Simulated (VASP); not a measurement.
A run of VASP 6.6.1 is set up as follows.

The input INCAR:

```
ALGO = Normal ; EDIFF = 1E-6
EDIFFG = -0.005 ; ENCUT = 600
GGA = PE ; IBRION = 2
ISIF = 3 ; ISMEAR = 0
IVDW = 12 ; LASPH = T
LCHARG = F ; LREAL = F
LWAVE = F ; NELM = 60
NSW = 100 ; PREC = Accurate
SIGMA = 0.1
```

File KPOINTS:

```
k-points
0
Gamma
  21 21 6
```

File POSCAR:

```
C
1.0
    2.4672912616      0.0000000000      0.0000000000
   -1.2336456308      2.1367369111      0.0000000000
    0.0000000000      0.0000000000      7.8030730000
C
4
Direct
    0.0000000000      0.0000000000      0.2500000000
    0.0000000000      0.0000000000      0.7500000000
    0.3333333300      0.6666666700      0.2500000000
    0.6666666700      0.3333333300      0.7500000000
```

Potentials or basis: VASP PAW PBE potentials, release 64 (C).

Launch:

```bash
$ cat potpaw_PBE.64/C/POTCAR > POTCAR
$ mpirun -np 1 vasp_std > vasp.out
```

Problem. Predict the dispersion energy per atom.

Solution. -0.157 eV.

Problem. Estimate the space group after relaxing (to 0.1 Å).

Solution. P6_3/mmc (No. 194).

Step by step:
| step | energy change (eV) | largest force (eV/Å) | pressure (GPa) | volume (Å³) |
| --- | --- | --- | --- | --- |
| 1 | 0.0000 | 0.0000 | -1.14 | 41.14 |
| 2 | -0.0031 | 0.0000 | 0.35 | 40.70 |
| 3 | -0.0038 | 0.0000 | 1.53 | 40.38 |
| 4 | -0.0046 | 0.0000 | 1.57 | 40.32 |
| 5 | -0.0071 | 0.0000 | 1.52 | 40.14 |
| 6 | -0.0119 | 0.0000 | 1.56 | 39.78 |
| 7 | -0.0214 | 0.0000 | 1.62 | 39.07 |
| 8 | -0.0389 | 0.0000 | 1.76 | 37.64 |
| 9 | -0.0564 | 0.0000 | 2.49 | 34.79 |
| 10 | -0.0536 | 0.0000 | -3.55 | 35.33 |
| 11 | -0.0586 | 0.0000 | 0.05 | 35.01 |
| 12 | -0.0586 | 0.0000 | 0.03 | 35.02 |
| 13 | -0.0586 | 0.0000 | 0.01 | 35.06 |
| 14 | -0.0587 | 0.0000 | -0.01 | 35.13 |
